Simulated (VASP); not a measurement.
Write the native input for VASP 6.6.1 that does the following.

```
Task                   : single point
Functional             : LDA
Potentials or basis    : VASP PAW LDA potentials, release 64 (Ga_d, N)
Cutoff                 : 520 eV
k mesh                 : 8 × 6 × 6
Occupations            : gaussian, width 0.05 eV
Spin                   : no spin polarisation
Dipole correction      : no
Further INCAR settings : ALGO = Normal; EDIFF = 1e-06; NBANDS = 46
```

The structure of GaN lies in POSCAR:

```
GaN
1.0
   -3.1515767111      0.0000000000      0.0000000000
    0.0000000000      0.0000000000     -5.1382481593
    0.0000000000     -5.4586909876      0.0000000000
Ga N
4 4
Direct
    0.5000000000      0.0044404272      0.1797151378
    0.0000000000     -0.0058842503      0.6536206715
    0.0000000000      0.4941157497      0.3463793285
    0.5000000000      0.5044404272      0.8202848622
    0.5000000000      0.6289872912      0.1685618973
    0.0000000000      0.6337784468      0.6647866622
    0.0000000000      0.1337784468      0.3352133378
    0.5000000000      0.1289872912      0.8314381027
```

This cell differs from its parent crystal: mode 11 frozen in at -0.076 Å and mode 13 at -0.036 Å (largest displacements).

The input as run:

INCAR

```
SYSTEM = GaN
PREC = Accurate
ENCUT = 520
EDIFF = 1E-6
ISMEAR = 0
SIGMA = 0.05
LREAL = .False.
LASPH = .True.
NELM = 80
ALGO = Normal
ISIF = 2
LWAVE = .False.
LCHARG = .True.
LELF = .True.
LVHAR = .True.
NBANDS = 46
```

KPOINTS

```
Automatic mesh
0
Gamma
  8 6 6
  0 0 0
```

Potentials or basis: VASP PAW LDA potentials, release 64 (Ga_d, N).

The run is started by

```bash
$ cat potpaw_LDA.64/Ga_d/POTCAR potpaw_LDA.64/N/POTCAR > POTCAR
$ mpirun -np 1 vasp_std > vasp.out
```

Results of the run:

```yaml
Pressure: 2.3 GPa
Largest_force: 2.301 eV/Å
Band_gap_on_the_k_mesh: 1.99 eV, direct
```

Caveat: the cell differs from its parent crystal (mode 11 frozen in at -0.076 Å and mode 13 at -0.036 Å (largest displacements)); forces of over 1 eV/Å act on the atoms, so gaps and moduli don't describe the material at rest.

It took 5.3 min on 1 thread of Oxide Virtual Turin-like Processor, on a shared host, peak memory 0.3 GiB.
